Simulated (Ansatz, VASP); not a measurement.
**SrO in VASP and in Ansatz**

```
Sr O
1.0
     0.00000    2.58054    2.58054
     2.58054    0.00000    2.58054
     2.58054    2.58054    0.00000
Sr O
1 1
Direct
  0.50000 0.50000 0.50000
  0.00000 0.00000 0.00000
```

Alike in both runs: functional r2SCAN; k mesh 10 × 10 × 10; occupations fermi-dirac, width 0.02 eV; no spin polarisation.

Ansatz relaxed the structure, and its values are those at the end. VASP's run is a single point on that final structure, the one shown.

|  | VASP | Ansatz |
| --- | --- | --- |
| version | VASP 6.6.1 | Ansatz 0.2.0 |
| potentials or method | VASP PAW PBE potentials, release 64 (Sr_sv, O), cutoff 520 eV | PAW plane waves |
| valence electrons in the cell | 16 | 16 |

```csv
,VASP,Ansatz,Ansatz less VASP
gap on the k mesh at the Fermi level (eV),3.75,3.80,+0.051
pressure (GPa),0.5,0.0,-0.50
```

VASP's potentials were made for PBE, not for r2SCAN. Ansatz's warnings: stress scf threshold loose.
